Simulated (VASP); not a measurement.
# Mo (Im-3m) in VASP: further runs

The runs below take Mo through single point, relaxation of cell and atoms, with r2SCAN.

Everything below comes from runs of VASP 6.6.1. Logs are shortened: lines on timing, memory, paths and dates and some standing lists are left out, and cuts for length are marked.

### 1 The cell of the first run

The structure is cubic, space group Im-3m (No. 229). The conventional cell has a = 3.151 Å, b = 3.151 Å, c = 3.151 Å, α = 90.00°, β = 90.00°, γ = 90.00°. Mo (site symmetry m-3m) has 14 Mo at 2.73 to 3.15 Å within 3.6 Å.

### 2 Single point, r2SCAN

POSCAR

```
Mo
1.0
   -1.5754675652      1.5754675652      1.5754675652
    1.5754675652     -1.5754675652      1.5754675652
    1.5754675652      1.5754675652     -1.5754675652
Mo
1
Direct
    0.0000000000      0.0000000000      0.0000000000
```

INCAR.step1

```
SYSTEM = Mo
ALGO = Normal
EDIFF = 1E-4
ENCUT = 520
GGA = PE
ISMEAR = 0
LASPH = .TRUE.
LCHARG = .FALSE.
LREAL = .FALSE.
LWAVE = .TRUE.
NBANDS = 13
NELM = 80
PREC = Accurate
SIGMA = 0.1
```

INCAR.step2

```
SYSTEM = Mo
ALGO = Normal
EDIFF = 1E-6
ENCUT = 520
ISIF = 2
ISMEAR = 0
ISTART = 1
LASPH = .TRUE.
LCHARG = .FALSE.
LMIXTAU = .TRUE.
LREAL = .FALSE.
LWAVE = .FALSE.
METAGGA = R2SCAN
NBANDS = 13
NELM = 80
PREC = Accurate
SIGMA = 0.1
```

KPOINTS

```
k-points
0
G
  24 24 24
  0 0 0
```

Potentials or basis: VASP PAW PBE potentials, release 64 (Mo_sv).

The run is started by

```bash
cat potpaw_PBE.64/Mo_sv/POTCAR > POTCAR
cp INCAR.step1 INCAR
mpirun -np 1 vasp_std > vasp.out
cp INCAR.step2 INCAR
mpirun -np 1 vasp_std > vasp.out
```

OUTCAR:

```text
SYSTEM = Mo
   EDIFF = 1E-6
   ENCUT = 520
   ISIF = 2
   ISMEAR = 0
   ISTART = 1
   LASPH = .TRUE.
   LREAL = .FALSE.
   METAGGA = R2SCAN
   NELM = 80
   PREC = Accurate

 ion  position               nearest neighbor table
   1  0.000  0.000  0.000-

  LATTYP: Found a body centered cubic cell.
 ALAT       =     3.1509351304

  Lattice vectors:

 A1 = (  -1.5754675652,   1.5754675652,   1.5754675652)
 A2 = (   1.5754675652,  -1.5754675652,   1.5754675652)
 A3 = (   1.5754675652,   1.5754675652,  -1.5754675652)

Analysis of symmetry for initial positions (statically):
=====================================================================
 Subroutine PRICEL returns:
 Original cell was already a primitive cell.

 Routine SETGRP: Setting up the symmetry group for a
 body centered cubic supercell.

 Subroutine GETGRP returns: Found 48 space group operations
 (whereof 48 operations were pure point group operations)
 out of a pool of 48 trial point group operations.

The static configuration has the point symmetry O_h .

Analysis of symmetry for dynamics (positions and initial velocities):
=====================================================================
 Subroutine PRICEL returns:
 Original cell was already a primitive cell.

 Routine SETGRP: Setting up the symmetry group for a
 body centered cubic supercell.

 Subroutine GETGRP returns: Found 48 space group operations
 (whereof 48 operations were pure point group operations)
 out of a pool of 48 trial point group operations.

The dynamic configuration has the point symmetry O_h .

 Subroutine INISYM returns: Found 48 space group operations
 (whereof 48 operations are pure point group operations),
 and found     1 'primitive' translations

----------------------------------------------------------------------------------------

                                     Primitive cell

  volume of cell :      15.6419

  direct lattice vectors                    reciprocal lattice vectors
    -1.575467565  1.575467565  1.575467565     0.000000000  0.317366102  0.317366102
     1.575467565 -1.575467565  1.575467565     0.317366102  0.000000000  0.317366102
     1.575467565  1.575467565 -1.575467565     0.317366102  0.317366102  0.000000000

  length of vectors
     2.728789869  2.728789869  2.728789869     0.448823446  0.448823446  0.448823446

  position of ions in fractional coordinates (direct lattice)
     0.000000000  0.000000000  0.000000000

  ion indices of the primitive-cell ions
   primitive index   ion index
[... 75 lines left out ...]
   EDIFFG = 0.1E-04   stopping-criterion for IOM
   NSW    =      0    number of steps for IOM
   IBRION =     -1    ionic relax: 0-MD 1-quasi-New 2-CG
   NFREE  =      0    steps in history (QN), initial steepest desc. (CG)
   ISIF   =      2    stress and relaxation
   ISYM   =      2    0-nonsym 1-usesym 2-fastsym
   POTIM  = 0.5000    time-step for ionic-motion
   TEBEG  =    0.0;   TEEND  =   0.0 temperature during run
   PSTRESS=    0.0 pullay stress
   NELECT =      14.0000    total number of electrons
   NUPDOWN=      -1.0000    fix difference up-down
   EMIN   =  10.00;   EMAX   =-10.00  energy-range for DOS
   EFERMI =   0.00;   METHOD = LEGACY
   ISMEAR =     0;   SIGMA  =   0.10  broadening in eV -4-tet -1-fermi 0-gaus
   EFERMI_NEDOS =   21; number of points for ismear=-14 and -15
   IALGO  =     38    algorithm
   IMIX   =      4    mixing-type and parameters
     AMIX     =   0.40;   BMIX     =  1.00
     AMIX_MAG =   1.60;   BMIX_MAG =  1.00
  volume/ion in A,a.u.               =      15.64       105.56
  Fermi-wavevector in a.u.,A,eV,Ry     =   1.577689  2.981400 33.866294  2.489102
  Thomas-Fermi vector in A             =   2.678333
   LORBIT       =      0    0 simple, 1 ext, 2 COOP (PROOUT), +10 PAW based schemes
   METAGGA = R2SCAN    functional components
   LHFCALC =     F    Hartree Fock is set to
   AEXX    =    0.0000 exact exchange contribution
   IVDW    =     0    specifies the selected vdW correction
   LEPSILON=     F    determine dielectric tensor
   LRPA    =     F    only Hartree local field effects (RPA)
 non-spin polarized calculation
 Gauss-broadening in eV      SIGMA  =   0.10
  energy-cutoff  :      520.00
  volume of cell :       15.64
 maximum number of plane-waves:       434
   NGX = 11   NGY = 11   NGZ = 11

 number of electron      14.0000002 magnetization

 Free energy of the ion-electron system (eV)
  ---------------------------------------------------
  ext. energy  EPLUGINS =         0.00000000
  ---------------------------------------------------
  free energy    TOTEN  =       -26.07883031 eV

  energy without entropy =      -26.07535623  energy(sigma->0) =      -26.07709327

 E-fermi :  12.5972     XC(G=0): -14.6335

 val. band max:       12.5908842343   @ k =  -0.2083   0.2917   0.0833
 cond. band min:      12.6001625288   @ k =   0.1250   0.0833  -0.0000
 fundamental gap:      0.0092782945
 Fermi energy:        12.5971554795

 k-point     1 :       0.0000    0.0000    0.0000
  band No.  band energies     occupation
      1     -50.6891      2.00000
      2     -23.1620      2.00000
      3     -23.1620      2.00000
      4     -23.1620      2.00000
      5       4.8779      2.00000
      6      11.1158      2.00000
      7      11.1158      2.00000
      8      11.1158      2.00000
      9      14.4472      0.00000
     10      14.4472      0.00000
     11      28.0344      0.00000
     12      28.0344      0.00000
     13      28.0344      0.00000
[... 354 lines left out ...]
  band No.  band energies     occupation
      1     -50.3967      2.00000
      2     -24.6511      2.00000
      3     -23.6429      2.00000
      4     -23.1853      2.00000
      5       7.0094      2.00000
      6       8.9820      2.00000
      7      13.7330      0.00000
      8      14.4112      0.00000
      9      15.3052      0.00000
     10      17.5633      0.00000
     11      24.7735      0.00000
     12      25.1917      0.00000
     13      30.7652      0.00000

 [... further k-points ...]
[... 5 lines left out ...]
  --------------------------------------------------------------------------------------
  -------------------------------------------------------------------------------------
  Total        0.1108324      0.1108324      0.1108324      0.0000000      0.0000000      0.0000000
  in kB       11.3524308     11.3524308     11.3524308      0.0000000      0.0000000      0.0000000
  external PRESSURE =      11.3524308 kB  Pullay stress =       0.0000000 kB

 VOLUME and BASIS-vectors are now :
 -----------------------------------------------------------------------------
  energy-cutoff  :      520.00
  volume of cell :       15.64
      direct lattice vectors                 reciprocal lattice vectors
    -1.575467565  1.575467565  1.575467565     0.000000000  0.317366102  0.317366102
     1.575467565 -1.575467565  1.575467565     0.317366102  0.000000000  0.317366102
     1.575467565  1.575467565 -1.575467565     0.317366102  0.317366102  0.000000000

 POSITION                                       TOTAL-FORCE (eV/Angst)
 -----------------------------------------------------------------------------------
      0.00000      0.00000      0.00000        -0.000000      0.000000      0.000000
 -----------------------------------------------------------------------------------
    total drift:                                0.000000     -0.000000     -0.000000

  FREE ENERGIE OF THE ION-ELECTRON SYSTEM (eV)
  ---------------------------------------------------
  free  energy   TOTEN  =       -26.0788303064 eV

  energy  without entropy=      -26.0753562287  energy(sigma->0) =      -26.07709327
```

Run time: 4.2 min. Hardware: 1 thread of Intel Xeon 8259CL, shared host; peak memory 0.19 GiB.

Results:

```
Free energy            : -26.0788 eV
Pressure               : 1.1 GPa
Band gap on the k mesh : zero (bands 7 and 8 overlap by 5.56 eV)
```

Levels at points of the mesh, in eV from the Fermi level:
```tsv
k point	band 4	band 5	band 6	band 7	band 8	band 9	band 10	band 11
(0.00, 0.00, 0.00)	-35.76	-7.72	-1.48	-1.48	-1.48	1.85	1.85	15.44
(0.50, 0.00, 0.00)	-35.77	-5.65	-3.64	1.52	1.83	2.53	4.86	12.17
(0.50, 0.50, 0.50)	-36.79	-5.70	-5.70	4.08	4.08	4.08	9.41	9.41
```

Caveat: the PAW data sets were made with another functional, which shifts forces and pressure a little.

### 3 Relaxation of cell and atoms, r2SCAN

This run uses another cell than the first one, of 15.61 Å³/atom.

POSCAR

```
Mo
1.0
   -1.5742889757      1.5742889757      1.5742889757
    1.5742889757     -1.5742889757      1.5742889757
    1.5742889757      1.5742889757     -1.5742889757
Mo
1
Direct
    0.0000000000      0.0000000000      0.0000000000
```

INCAR.step1

```
PREC = Accurate
ENCUT = 600
ISMEAR = 0
SIGMA = 0.1
LREAL = False
LASPH = True
NELM = 80
GGA = PE
ALGO = Normal
EDIFF = 1E-4
LWAVE = True
LCHARG = False
```

INCAR.step2

```
PREC = Accurate
ENCUT = 600
EDIFF = 1E-7
ISMEAR = 0
SIGMA = 0.1
LREAL = False
LASPH = True
NELM = 80
ALGO = Normal
ISIF = 3
LWAVE = False
LCHARG = False
METAGGA = R2SCAN
LMIXTAU = True
IBRION = 2
NSW = 100
EDIFFG = -0.01
ISTART = 1
```

KPOINTS

```
Automatic mesh
0
Gamma
  24 24 24
```

Potentials or basis: VASP PAW PBE potentials, release 64 (Mo_sv).

The run is started by

```bash
cat potpaw_PBE.64/Mo_sv/POTCAR > POTCAR
cp INCAR.step1 INCAR
mpirun -np 1 vasp_std > vasp.out
cp INCAR.step2 INCAR
mpirun -np 1 vasp_std > vasp.out
```

Run time: 9.8 min. Hardware: 1 thread of Intel Xeon 8259CL, shared host; peak memory 0.23 GiB.

It converged, with:

```yaml
Free_energy: -26.0772 eV
Relaxed_volume: 15.70 Å³/atom
Relaxed_cell: a = 2.732 Å, b = 2.732 Å, c = 2.732 Å, α = 109.47°, β = 109.47°, γ = 109.47°
Space_group_after_relaxing_to_0.1_Å: Im-3m (No. 229)
Energy_gained_by_relaxing: 0.5 meV/atom
Ionic_steps: 3
Pressure_after_relaxing: 0.0 GPa
Band_gap_on_the_k_mesh: zero (bands 7 and 8 overlap by 5.53 eV)
```

Step by step:
| step | energy change (eV) | largest force (eV/Å) | pressure (GPa) | volume (Å³) |
| --- | --- | --- | --- | --- |
| 1 | 0.0000 | 0.0000 | 1.72 | 15.61 |
| 2 | 0.0037 | 0.0000 | -4.68 | 15.99 |
| 3 | -0.0005 | 0.0000 | 0.00 | 15.70 |

Final structure:
```
CELL_PARAMETERS angstrom
-1.57757 1.57757 1.57757
1.57757 -1.57757 1.57757
1.57757 1.57757 -1.57757
ATOMIC_POSITIONS crystal
Mo 0.00000 0.00000 0.00000
```

Levels at points of the mesh, in eV from the Fermi level:
```tsv
k point	band 4	band 5	band 6	band 7	band 8	band 9	band 10	band 11
(0.00, 0.00, 0.00)	-35.77	-7.71	-1.47	-1.47	-1.47	1.84	1.84	15.43
(0.50, 0.00, 0.00)	-35.78	-5.62	-3.62	1.50	1.82	2.52	4.84	12.11
(0.50, 0.50, 0.50)	-36.79	-5.67	-5.67	4.06	4.06	4.06	9.38	9.38
```

Caveat: the PAW data sets were made with another functional, which shifts forces and pressure a little.

### 4 Relaxation of cell and atoms, r2SCAN

This run uses another cell than the first one, of 15.89 Å³/atom.

POSCAR

```
Mo
1.0
   -1.5838089719      1.5838089719      1.5838089719
    1.5838089719     -1.5838089719      1.5838089719
    1.5838089719      1.5838089719     -1.5838089719
Mo
1
Direct
    0.0000000000      0.0000000000      0.0000000000
```

INCAR.step1

```
ALGO = Normal ; EDIFF = 1E-4
ENCUT = 600 ; GGA = PE
ISMEAR = 0 ; LASPH = T
LCHARG = F ; LREAL = F
LWAVE = T ; NELM = 60
PREC = Accurate ; SIGMA = 0.1
```

INCAR.step2

```
ALGO = Normal ; EDIFF = 1E-7
EDIFFG = -0.01 ; ENCUT = 600
IBRION = 2 ; ISIF = 3
ISMEAR = 0 ; ISTART = 1
LASPH = T ; LCHARG = F
LMIXTAU = T ; LREAL = F
LWAVE = F ; METAGGA = R2SCAN
NELM = 60 ; NSW = 100
PREC = Accurate ; SIGMA = 0.1
```

KPOINTS

```
k-points
0
Gamma
  18 18 18
```

The run is started by

```bash
cat potpaw_PBE.64/Mo_sv/POTCAR > POTCAR
cp INCAR.step1 INCAR
mpirun -np 1 vasp_std > vasp.out
cp INCAR.step2 INCAR
mpirun -np 1 vasp_std > vasp.out
```

Wall time 8 min (1 thread of Intel Xeon 8259CL, shared host); peak memory 0.19 GiB.

The run converged. Its results:

* Free energy: -26.0758 eV
* Relaxed volume: 15.70 Å³/atom
* Relaxed cell: a = 2.732 Å, b = 2.732 Å, c = 2.732 Å, α = 109.47°, β = 109.47°, γ = 109.47°
* Space group after relaxing (to 0.1 Å): Im-3m (No. 229)
* Energy gained by relaxing: 2.0 meV/atom
* Ionic steps: 3
* Pressure after relaxing: 0.0 GPa
* Band gap on the k mesh: zero (bands 7 and 8 overlap by 5.53 eV)

The path:
```csv
step,energy change (eV),largest force (eV/Å),pressure (GPa),volume (Å³)
1,0.0000,0.0000,-3.25,15.89
2,0.0144,0.0000,10.11,15.16
3,-0.0020,0.0000,-0.03,15.70
```

Final structure:
```
CELL_PARAMETERS angstrom
-1.57739 1.57739 1.57739
1.57739 -1.57739 1.57739
1.57739 1.57739 -1.57739
ATOMIC_POSITIONS crystal
Mo 0.00000 0.00000 0.00000
```

Levels at points of the mesh, in eV from the Fermi level:
```tsv
k point	band 5	band 6	band 7	band 8	band 9	band 10
(0.00, 0.00, 0.00)	-7.66	-1.43	-1.43	-1.43	1.89	1.89
(0.50, 0.00, 0.00)	-5.58	-3.58	1.55	1.87	2.57	4.89
(0.50, 0.50, 0.50)	-5.63	-5.63	4.10	4.10	4.10	9.43
```

Caveat: the PAW data sets were made with another functional, which shifts forces and pressure a little.

### 5 Overview

```csv
task,cell,k mesh,cutoff (eV),gap on the mesh (eV),pressure (GPa),relaxed volume (Å³/atom)
single point,"a = 2.729 Å, angles 109.5°, 1 atom",24 × 24 × 24,520,none,1.1,-
relaxation of cell and atoms,"relaxed from a = 2.727 Å, angles 109.5°, 1 atom",24 × 24 × 24,600,none,0.0,15.70
relaxation of cell and atoms,"relaxed from a = 2.743 Å, angles 109.5°, 1 atom",18 × 18 × 18,600,none,0.0,15.70
```

Alike in all rows: level r2SCAN; potentials or basis VASP PAW PBE potentials, release 64 (Mo_sv); no spin polarisation; smearing gaussian 0.1 eV.

Caveats: the PAW data sets were made with another functional, which shifts forces and pressure a little.

Total energies depend on the potentials used, so only differences within one code and one set of settings carry meaning.
